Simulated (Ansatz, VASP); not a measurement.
**Rh: VASP beside Ansatz**

```
Rh
1.0
     2.69415    0.00000    0.00000
    -1.34708    2.33321    0.00000
     0.00000    0.00000    8.81539
Rh
4
Direct
  0.00000 0.00000 0.00000
  0.00000 0.00000 0.50000
  0.33333 0.66667 0.25000
  0.66667 0.33333 0.75000
```

Alike in both runs: functional BLYP; dispersion D3(BJ); k mesh 10 × 10 × 3; no spin polarisation.

Ansatz relaxed the structure, and its values are those at the end. VASP's run is a single point on that final structure, the one shown.

|  | VASP | Ansatz |
| --- | --- | --- |
| version | VASP 6.6.1 | Ansatz 0.2.0 |
| potentials or method | VASP PAW PBE potentials, release 64 (Rh_pv), cutoff 520 eV | plane waves, PAW |
| occupations | fermi-dirac, width 0.1 eV | fermi-dirac |
| valence electrons in the cell | 60 | 68 |

```tsv
	VASP	Ansatz	Ansatz less VASP
pressure (GPa)	0.7	0.0	-0.66
```

VASP's potentials were made for PBE, not for BLYP. VASP's potentials hold 60 valence electrons a cell and Ansatz's 68, so a difference there can come from the potentials and not from the codes.
